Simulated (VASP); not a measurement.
# Zn3Se2S (P3m1) in VASP: relaxation of shape and atoms at fixed volume with PBE

Aim: the relaxation of shape and atoms at fixed volume of Zn3Se2S with PBE.

Program: VASP 6.6.1. These are calculated values, not measurements. Logs are shortened: lines on timing, memory, paths and dates and some standing lists are left out, and cuts for length are marked.

## 1. The cell of the first run

Symmetry: P3m1, No. 156, trigonal system. The conventional cell has a = 4.025 Å, b = 4.025 Å, c = 9.862 Å, α = 90.00°, β = 90.00°, γ = 120.00°. Zn (site symmetry 3m) has 1 S at 2.38 Å and 3 Se at 2.48 Å within 3.1 Å. Zn (site symmetry 3m) has 4 Se at 2.48 to 2.50 Å within 3.3 Å. Zn (site symmetry 3m) has 3 S at 2.43 Å and 1 Se at 2.51 Å within 3.2 Å. Within 3.3 Å of Se (site symmetry 3m) lie 4 Zn at 2.48 to 2.50 Å. Se (site symmetry 3m) has 4 Zn at 2.48 to 2.51 Å within 3.3 Å. Within 3.1 Å of S (site symmetry 3m) lie 4 Zn at 2.38 to 2.43 Å.

## 2. Relaxation of shape and atoms at fixed volume, PBE (23.07 Å³/atom)

INCAR reads:

```
SYSTEM = Zn3Se2S
PREC = Accurate
ENCUT = 600
EDIFF = 1E-6
ISMEAR = 0
SIGMA = 0.02
LREAL = .FALSE.
LASPH = .TRUE.
NELM = 80
ALGO = Normal
ISIF = 4
LWAVE = .FALSE.
LCHARG = .FALSE.
GGA = PE
IBRION = 2
NSW = 50
EDIFFG = -0.01
```

KPOINTS reads:

```
Automatic mesh
0
G
  12 12 4
  0 0 0
```

POSCAR reads:

```
Zn3Se2S
1.0
    4.0254559224      0.0000000292      0.0000000000
   -2.0127279865      3.4861470761      0.0000000000
    0.0000000000      0.0000000000      9.8622855004
Zn Se S
3 2 1
Direct
    0.0000000000      0.0000000000      0.9904880000
    0.6666666667      0.3333333333      0.3330910000
    0.3333333333      0.6666666667      0.6760390000
    0.6666666667      0.3333333333      0.0796640000
    0.3333333333      0.6666666667      0.4216970000
    0.0000000000      0.0000000000      0.7490200000
```

Potentials or basis: VASP PAW PBE potentials, release 64 (Zn, Se, S).

The run is started by

```console
$ cat potpaw_PBE.64/Zn/POTCAR potpaw_PBE.64/Se/POTCAR potpaw_PBE.64/S/POTCAR > POTCAR
$ mpirun -np 1 vasp_std > vasp.out
```

OUTCAR:

```text
SYSTEM = Zn3Se2S
   PREC = Accurate
   ENCUT = 600
   EDIFF = 1E-6
   ISMEAR = 0
   LREAL = .FALSE.
   LASPH = .TRUE.
   NELM = 80
   ISIF = 4
   GGA = PE
   IBRION = 2
   NSW = 50
   EDIFFG = -0.01

 ion  position               nearest neighbor table
   1  0.000  0.000  0.990-   6 2.38   4 2.48   4 2.48   4 2.48
   2  0.667  0.333  0.333-   5 2.48   5 2.48   5 2.48   4 2.50
   3  0.333  0.667  0.676-   6 2.43   6 2.43   6 2.43   5 2.51
   4  0.667  0.333  0.080-   1 2.48   1 2.48   1 2.48   2 2.50
   5  0.333  0.667  0.422-   2 2.48   2 2.48   2 2.48   3 2.51
   6  0.000  0.000  0.749-   1 2.38   3 2.43   3 2.43   3 2.43

  LATTYP: Found a hexagonal cell.
 ALAT       =     4.0254559224
 C/A-ratio  =     2.4499797515

  Lattice vectors:

 A1 = (   4.0254559224,   0.0000000292,   0.0000000000)
 A2 = (  -2.0127279865,   3.4861470761,   0.0000000000)
 A3 = (   0.0000000000,   0.0000000000,   9.8622855004)

Analysis of symmetry for initial positions (statically):
=====================================================================
 Subroutine PRICEL returns:
 Original cell was already a primitive cell.

 Routine SETGRP: Setting up the symmetry group for a
 hexagonal supercell.

 Subroutine GETGRP returns: Found  6 space group operations
 (whereof  6 operations were pure point group operations)
 out of a pool of 24 trial point group operations.

The static configuration has the point symmetry C_3v.

Analysis of symmetry for dynamics (positions and initial velocities):
=====================================================================
 Subroutine PRICEL returns:
 Original cell was already a primitive cell.

 Routine SETGRP: Setting up the symmetry group for a
 hexagonal supercell.

 Subroutine GETGRP returns: Found  6 space group operations
 (whereof  6 operations were pure point group operations)
 out of a pool of 24 trial point group operations.

The dynamic configuration has the point symmetry C_3v.

 Subroutine INISYM returns: Found  6 space group operations
 (whereof  6 operations are pure point group operations),
 and found     1 'primitive' translations

----------------------------------------------------------------------------------------

                                     Primitive cell

  volume of cell :     138.4007
[... 102 lines left out ...]
   NFREE  =      1    steps in history (QN), initial steepest desc. (CG)
   ISIF   =      4    stress and relaxation
   ISYM   =      2    0-nonsym 1-usesym 2-fastsym
   POTIM  = 0.5000    time-step for ionic-motion
   TEBEG  =    0.0;   TEEND  =   0.0 temperature during run
   PSTRESS=    0.0 pullay stress
   NELECT =      54.0000    total number of electrons
   NUPDOWN=      -1.0000    fix difference up-down
   EMIN   =  10.00;   EMAX   =-10.00  energy-range for DOS
   EFERMI =   0.00;   METHOD = LEGACY
   ISMEAR =     0;   SIGMA  =   0.02  broadening in eV -4-tet -1-fermi 0-gaus
   EFERMI_NEDOS =   21; number of points for ismear=-14 and -15
   IALGO  =     38    algorithm
   IMIX   =      4    mixing-type and parameters
     AMIX     =   0.40;   BMIX     =  1.00
     AMIX_MAG =   1.60;   BMIX_MAG =  1.00
  volume/ion in A,a.u.               =      23.07       155.66
  Fermi-wavevector in a.u.,A,eV,Ry     =   1.196263  2.260609 19.470548  1.431045
  Thomas-Fermi vector in A             =   2.332208
   LORBIT       =      0    0 simple, 1 ext, 2 COOP (PROOUT), +10 PAW based schemes
   GGA     = PE    functional components
   LHFCALC =     F    Hartree Fock is set to
   AEXX    =    0.0000 exact exchange contribution
   IVDW    =     0    specifies the selected vdW correction
   LEPSILON=     F    determine dielectric tensor
   LRPA    =     F    only Hartree local field effects (RPA)
 conjugate gradient relaxation of ions
 non-spin polarized calculation
 Gauss-broadening in eV      SIGMA  =   0.02
  energy-cutoff  :      600.00
  volume of cell :      138.40
 maximum number of plane-waves:      4666
   NGX = 17   NGY = 17   NGZ = 39

--------------------------------------- Ionic step        1  -------------------------------------------

 number of electron      53.9999996 magnetization

 Free energy of the ion-electron system (eV)
  ---------------------------------------------------
  ext. energy  EPLUGINS =         0.00000000
  ---------------------------------------------------
  free energy    TOTEN  =       -18.83414435 eV

  energy without entropy =      -18.83414435  energy(sigma->0) =      -18.83414435

------------------------ aborting loop because EDIFF is reached ----------------------------------------

  FORCE on cell =-STRESS in cart. coord.  units (eV):
  Direction    XX          YY          ZZ          XY          YZ          ZX
  --------------------------------------------------------------------------------------
  -------------------------------------------------------------------------------------
  Total       -1.3270600     -1.3270600     -1.3169854      0.0000000     -0.0000000     -0.0000000
  in kB      -15.3625321    -15.3625321    -15.2459044      0.0000000     -0.0000000     -0.0000000
  external PRESSURE =     -15.3236562 kB  Pullay stress =       0.0000000 kB
[... 67 lines left out ...]
--------------------------------------- Ionic step        3  -------------------------------------------

 number of electron      53.9999997 magnetization

 Free energy of the ion-electron system (eV)
  ---------------------------------------------------
  ext. energy  EPLUGINS =         0.00000000
  ---------------------------------------------------
  free energy    TOTEN  =       -18.83423597 eV

  energy without entropy =      -18.83423597  energy(sigma->0) =      -18.83423597

 E-fermi :   1.4701     XC(G=0):  -9.1483

 val. band max:        1.3790586210   @ k =   0.0000   0.0000   0.0000
 cond. band min:       2.5257646981   @ k =   0.0000   0.0000   0.0000
 fundamental gap:      1.1467060771
 Fermi energy:         1.4701244137

 k-point     1 :       0.0000    0.0000    0.0000
  band No.  band energies     occupation
      1     -11.5835      2.00000
      2     -11.0786      2.00000
      3     -11.0331      2.00000
      4      -5.0836      2.00000
      5      -5.0836      2.00000
      6      -5.0413      2.00000
[... 829 lines left out ...]
     31       6.3268      0.00000
     32       7.0996      0.00000

 [... further k-points ...]

------------------------ aborting loop because EDIFF is reached ----------------------------------------

  FORCE on cell =-STRESS in cart. coord.  units (eV):
  Direction    XX          YY          ZZ          XY          YZ          ZX
  --------------------------------------------------------------------------------------
  -------------------------------------------------------------------------------------
  Total       -1.3202329     -1.3202329     -1.2963416      0.0000000     -0.0000000      0.0000000
  in kB      -15.2834990    -15.2834990    -15.0069239      0.0000000     -0.0000000      0.0000000
  external PRESSURE =     -15.1913073 kB  Pullay stress =       0.0000000 kB
[... 21 lines left out ...]
  FREE ENERGIE OF THE ION-ELECTRON SYSTEM (eV)
  ---------------------------------------------------
  free  energy   TOTEN  =       -18.8342359677 eV

  energy  without entropy=      -18.8342359677  energy(sigma->0) =      -18.83423597

 reached required accuracy - stopping structural energy minimisation
```

CONTCAR:

```text
Zn3Se2S
   1.00000000000000
     4.0252573490631018    0.0000000291988311   -0.0000000000000000
    -2.0126286998300680    3.4859751065429174   -0.0000000000000000
    -0.0000000000000000   -0.0000000000000000    9.8632585737198717
  Zn              Se              S
     3     2     1
Direct
     1.0000000000000000    0.0000000000000000    0.9904022036058713
     0.6666666667000030    0.3333333332999970    0.3332376833746785
     0.3333333332999970    0.6666666667000030    0.6759001175344032
     0.6666666667000030    0.3333333332999970    0.0795385705309397
     0.3333333332999970    0.6666666667000030    0.4215941042467822
     0.0000000000000000    0.0000000000000000    0.7493263207073347

  0.00000000E+00  0.00000000E+00  0.00000000E+00
  0.00000000E+00  0.00000000E+00  0.00000000E+00
  0.00000000E+00  0.00000000E+00  0.00000000E+00
  0.00000000E+00  0.00000000E+00  0.00000000E+00
  0.00000000E+00  0.00000000E+00  0.00000000E+00
  0.00000000E+00  0.00000000E+00  0.00000000E+00
```

Wall time 17 min (1 thread of Oxide Virtual Turin-like, shared host); peak memory 0.49 GiB.

What came out:

```yaml
Free_energy: -18.8342 eV
Energy_gained_by_relaxing: 0.0 meV/atom
Ionic_steps: 3
Pressure_after_relaxing: -1.5 GPa
Largest_force_after_relaxing: 0.004 eV/Å
Band_gap_on_the_k_mesh: 1.15 eV
```

Forces on the atoms (eV/Å):
```
Zn   0.000  0.000  0.004
Zn   0.000  0.000 -0.004
Zn   0.000  0.000 -0.004
Se   0.000  0.000  0.004
Se   0.000  0.000  0.000
S    0.000  0.000  0.001
```

Final structure:
```cif
data_structure
_symmetry_space_group_name_H-M 'P 1'
_symmetry_Int_Tables_number 1
_cell_length_a 4.0253
_cell_length_b 4.0253
_cell_length_c 9.8633
_cell_angle_alpha 90.000
_cell_angle_beta 90.000
_cell_angle_gamma 120.000
_cell_volume 138.40
loop_
_atom_site_label
_atom_site_type_symbol
_atom_site_fract_x
_atom_site_fract_y
_atom_site_fract_z
_atom_site_occupancy
Zn1 Zn 0.00000 0.00000 0.99040 1
Zn2 Zn 0.66667 0.33333 0.33324 1
Zn3 Zn 0.33333 0.66667 0.67590 1
Se1 Se 0.66667 0.33333 0.07954 1
Se2 Se 0.33333 0.66667 0.42159 1
S1 S 0.00000 0.00000 0.74933 1
```
